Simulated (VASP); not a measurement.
# BN (F-43m) in VASP: further runs, part 2 of 3

VASP 6.6.1. Earlier steps stand in the parts before.

## Step 4: Vibrations by perturbation theory, PBE

This run uses another cell than the first one, of 5.92 Å³/atom.

File INCAR:

```
SYSTEM = BN
PREC = Accurate
ENCUT = 520
EDIFF = 1E-8
ISMEAR = 0
SIGMA = 0.01
LREAL = .False.
LASPH = .True.
NELM = 80
ALGO = Normal
ISIF = 2
LWAVE = .False.
LCHARG = .False.
GGA = PE
IBRION = 8
NSW = 1
LEPSILON = .True.
```

File KPOINTS:

```
Automatic mesh
0
Gamma
  12 12 12
  0 0 0
```

File POSCAR:

```
BN
1.0
    0.0000000000      1.8091251141      1.8091251141
    1.8091251141      0.0000000000      1.8091251141
    1.8091251141      1.8091251141      0.0000000000
B N
1 1
Direct
    0.0000000000      0.0000000000      0.0000000000
    0.7500000000      0.7500000000      0.7500000000
```

Potentials or basis: VASP PAW PBE potentials, release 64 (B, N).

Run with:

```
$ cat potpaw_PBE.64/B/POTCAR potpaw_PBE.64/N/POTCAR > POTCAR
$ mpirun -np 1 vasp_std > vasp.out
```

OUTCAR:

```text
SYSTEM = BN
   PREC = Accurate
   ENCUT = 520
   EDIFF = 1E-8
   ISMEAR = 0
   LREAL = .False.
   LASPH = .True.
   NELM = 80
   ISIF = 2
   GGA = PE
   IBRION = 8
   NSW = 1
   LEPSILON = .True.

 ion  position               nearest neighbor table
   1  0.000  0.000  0.000-   2 1.57   2 1.57   2 1.57   2 1.57
   2  0.750  0.750  0.750-   1 1.57   1 1.57   1 1.57   1 1.57

  LATTYP: Found a face centered cubic cell.
 ALAT       =     3.6182502282

  Lattice vectors:

 A1 = (   0.0000000000,   1.8091251141,   1.8091251141)
 A2 = (   1.8091251141,   0.0000000000,   1.8091251141)
 A3 = (   1.8091251141,   1.8091251141,   0.0000000000)

Analysis of symmetry for initial positions (statically):
=====================================================================
 Subroutine PRICEL returns:
 Original cell was already a primitive cell.

 Routine SETGRP: Setting up the symmetry group for a
 face centered cubic supercell.

 Subroutine GETGRP returns: Found 24 space group operations
 (whereof 24 operations were pure point group operations)
 out of a pool of 48 trial point group operations.

The static configuration has the point symmetry T_d .

Analysis of symmetry for dynamics (positions and initial velocities):
=====================================================================
 Subroutine PRICEL returns:
 Original cell was already a primitive cell.

 Routine SETGRP: Setting up the symmetry group for a
 face centered cubic supercell.

 Subroutine GETGRP returns: Found 24 space group operations
 (whereof 24 operations were pure point group operations)
 out of a pool of 48 trial point group operations.

The dynamic configuration has the point symmetry T_d .

 Subroutine INISYM returns: Found 24 space group operations
 (whereof 24 operations are pure point group operations),
 and found     1 'primitive' translations

----------------------------------------------------------------------------------------

                                     Primitive cell

  volume of cell :      11.8423

  direct lattice vectors                    reciprocal lattice vectors
     0.000000000  1.809125114  1.809125114    -0.276376684  0.276376684  0.276376684
     1.809125114  0.000000000  1.809125114     0.276376684 -0.276376684  0.276376684
     1.809125114  1.809125114  0.000000000     0.276376684  0.276376684 -0.276376684

  length of vectors
     2.558489272  2.558489272  2.558489272     0.478698459  0.478698459  0.478698459

  position of ions in fractional coordinates (direct lattice)
     0.000000000  0.000000000  0.000000000
     0.750000000  0.750000000  0.750000000

[... 452 lines left out ...]
 -----------------------------------------------------------------------------
    -0.00044  1.03896  0.00000
     1.03896 -0.00044  0.00000
     0.00000  0.00000  0.00036

--------------------------------------- Ionic step        4  -------------------------------------------

------------------------ aborting loop because EDIFF is reached ----------------------------------------

[... ionic steps 5 to 6 ...]

--------------------------------------- Ionic step        7  -------------------------------------------

 Free energy of the ion-electron system (eV)
  ---------------------------------------------------
  ---------------------------------------------------
  free energy    TOTEN  =        -0.23086625 eV

  energy without entropy =       -0.23086625

------------------------ aborting loop because EDIFF is reached ----------------------------------------

 INTERNAL STRAIN TENSOR  FOR ION    2  DIRECTION 1   (eV/Angst):
 -----------------------------------------------------------------------------
     0.00808  0.00000  0.00000
     0.00000 -0.00296  1.71255
     0.00000  1.71255 -0.00296

 MACROSCOPIC STATIC DIELECTRIC TENSOR (including local field effects in DFT)
 ------------------------------------------------------
           4.608570    -0.000000     0.000000
           0.000000     4.608570     0.000000
          -0.000000     0.000000     4.608570
 ------------------------------------------------------

 PIEZOELECTRIC TENSOR (including local field effects)  for field in x, y, z        (e  Angst)
          XX          YY          ZZ          XY          YZ          ZX
  --------------------------------------------------------------------------------
  x    -0.00000    -0.00000    -0.00000     0.00000     0.76832     0.00000
  y     0.00000     0.00000     0.00000     0.00000     0.00000     0.76832
  z    -0.00000    -0.00000     0.00000     0.76832     0.00000     0.00000

 PIEZOELECTRIC TENSOR (including local field effects)  for field in x, y, z        (C/m^2)
          XX          YY          ZZ          XY          YZ          ZX
  --------------------------------------------------------------------------------
  x    -0.00000    -0.00000    -0.00000     0.00000     1.03948     0.00000
  y     0.00000     0.00000     0.00000     0.00000     0.00000     1.03948
  z    -0.00000    -0.00000     0.00000     1.03948     0.00000     0.00000

 BORN EFFECTIVE CHARGES (including local field effects) (in |e|, cummulative output)
 ---------------------------------------------------------------------------------
 ion    1
    1     1.90884     0.00000    -0.00000
    2     0.00000     1.90884     0.00000
    3     0.00000     0.00000     1.90884
 ion    2
    1    -1.90884     0.00000     0.00000
    2    -0.00000    -1.90884     0.00000
    3     0.00000    -0.00000    -1.90884

 INTERNAL STRAIN TENSOR FOR ION    2 for displacements in x,y,z  (eV/Angst):
          X           Y           Z          XY          YZ          ZX
  --------------------------------------------------------------------------------
  x     0.00000    -0.00000    -0.00000     0.00000     1.71255     0.00000
  y    -0.00000    -0.00000    -0.00000     0.00000     0.00000     1.71255
  z    -0.00000    -0.00000     0.00000     1.71255     0.00000     0.00000

 SECOND DERIVATIVES (NOT SYMMETRIZED)
 ------------------------------------
               1X          1Y          1Z          2X          2Y          2Z
  1X   -24.082174    0.000000    0.000000   24.082174    0.000000    0.000000
  1Y     0.000000  -24.082174    0.000000    0.000000   24.082174    0.000000
  1Z     0.000000    0.000000  -24.082174    0.000000    0.000000   24.082174
  2X    24.081608    0.000000    0.000000  -24.081608    0.000000    0.000000
  2Y     0.000000   24.081608    0.000000    0.000000  -24.081608    0.000000
  2Z     0.000000    0.000000   24.081608    0.000000    0.000000  -24.081608

 Eigenvectors and eigenvalues of the dynamical matrix
 ----------------------------------------------------

   1 f  =   31.060953 THz   195.161723 2PiTHz 1036.081863 cm-1   128.457721 meV
             X         Y         Z           dx          dy          dz
      0.000000  0.000000  0.000000    -0.673610    0.000000   -0.332474
      2.713688  2.713688  2.713688     0.591911   -0.000000    0.292150
[... 21 lines left out ...]
   6 f/i=    0.000181 THz     0.001137 2PiTHz    0.006038 cm-1     0.000749 meV
             X         Y         Z           dx          dy          dz
      0.000000  0.000000  0.000000    -0.646058    0.019993   -0.133866
      2.713688  2.713688  2.713688    -0.735230    0.022753   -0.152342

--------------------------------------------------------------------------------------------------------

 MACROSCOPIC STATIC DIELECTRIC TENSOR IONIC CONTRIBUTION
 ------------------------------------------------------
           2.311958     0.000000    -0.000000
           0.000000     2.311958     0.000000
          -0.000000     0.000000     2.311958
 ------------------------------------------------------

 ELASTIC MODULI CONTR FROM IONIC RELAXATION (kBar)
 Direction    XX          YY          ZZ          XY          YZ          ZX
 --------------------------------------------------------------------------------
 XX          -0.0000     -0.0000      0.0000      0.0000     -0.0000      0.0000
 YY          -0.0000     -0.0000     -0.0000      0.0000      0.0000      0.0000
 ZZ           0.0000     -0.0000     -0.0000     -0.0000      0.0000      0.0000
 XY           0.0000      0.0000     -0.0000    -14.9412      0.0000      0.0000
 YZ          -0.0000      0.0000      0.0000      0.0000    -14.9412      0.0000
 ZX           0.0000      0.0000      0.0000      0.0000      0.0000    -14.9412
 --------------------------------------------------------------------------------

 PIEZOELECTRIC TENSOR IONIC CONTR  for field in x, y, z        (C/m^2)
          XX          YY          ZZ          XY          YZ          ZX
  --------------------------------------------------------------------------------
  x    -0.00000     0.00000     0.00000     0.00000    -0.17489     0.00000
  y     0.00000     0.00000     0.00000     0.00000    -0.00000    -0.17489
  z     0.00000     0.00000    -0.00000    -0.17489     0.00000    -0.00000
```

stdout:

```text
POSCAR found type information on POSCAR B N
 POSCAR found :  2 types and       2 ions
 scaLAPACK will be used
 LDA part: xc-table for (Slater+PW92), standard interpolation
 POSCAR, INCAR and KPOINTS ok, starting setup
 FFT: planning ... GRIDC
 FFT: planning ... GRID_SOFT
 FFT: planning ... GRID
 WAVECAR not read
 entering main loop
[... 23 lines left out ...]
  Direction:   3
 dielectric tensor                  component  3 :     0.399     0.663     4.609
 Linear response DOF=           2
 Linear response progress:
 first order change of Fermi-energy  -0.13017E-05
 force on displaced ion       1 direction 1 : -24.082   0.000   0.000
 Born effective charge ion    1 direction 1 :   1.909   0.000   0.000
 Linear response progress:
 first order change of Fermi-energy   0.27730E-03
 force on displaced ion       2 direction 1 : -24.082   0.000   0.000
 Born effective charge ion    2 direction 1 :  -1.908   0.000   0.000
 Born effective charges drift removed
 Linear response finished
```

Run time: 5.3 min. Hardware: 1 thread of AMD EPYC 7R43 (Zen 3), shared host; peak memory 0.14 GiB.

Results:

```yaml
Electronic_dielectric_tensor_diagonal: 4.61
Born_charges_mean_of_the_diagonal: B +1.91; N -1.91 e
Highest_phonon_frequency_at_Γ_LO-TO_splitting_left_out: 1036 cm⁻¹
```

Phonon frequencies in cm⁻¹ (negative: imaginary):
```
              q point           frequencies
(0.000, 0.000, 0.000)  0 0 0 1036 1036 1036
```

Electronic dielectric tensor:
```
4.61 0.00 0.00
0.00 4.61 0.00
0.00 0.00 4.61
```

Born effective charge tensors (e):
atom 1, B
```
1.91 0.00 0.00
0.00 1.91 0.00
0.00 0.00 1.91
```
atom 2, N
```
-1.91  0.00  0.00
 0.00 -1.91  0.00
 0.00  0.00 -1.91
```

Caveat: the cell stands under pressure or tension, which shifts response properties.

(Continued in part 3 of 3.)
